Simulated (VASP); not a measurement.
Runs of VASP 6.6.1 on AlNi3. The structure is that of space group R-3m (No. 166), or close to it. The cells are those of the table. 

```tsv
cell	further INCAR settings	gap on the mesh (eV)	pressure (GPa)	largest force (eV/Å)
a = 4.235 Å, angles 52.2°, 4 atoms	ALGO = Fast; EDIFF = 1e-07; NBANDS = 24	none	6.3	0.10
a = 4.115 Å, angles 55.3°, 4 atoms	ALGO = Fast; EDIFF = 1e-06; NBANDS = 24	none	2.6	0.09
a = 3.753 Å, angles 68.1°, 4 atoms	ALGO = Fast; EDIFF = 1e-07; NBANDS = 24	none	(a)	0.32
a = 3.826 Å, angles 64.9°, 4 atoms	ALGO = Fast; EDIFF = 1e-07; NBANDS = 24	none	3.3	0.17
```

Alike in all rows: task single point; level PBEsol; potentials or basis VASP PAW PBE potentials, release 64 (Al, Ni); no spin polarisation; k mesh 14 × 14 × 14; cutoff (eV) 520; smearing gaussian 0.15 eV.

Question: Fill in the values left out.

Answer: (a) 9.4.

Caveats: the PAW data sets were made with another functional, which shifts forces and pressure a little; the cell stands under pressure (at least some runs).

A gap of «none» marks levels without a gap at the run's occupations.
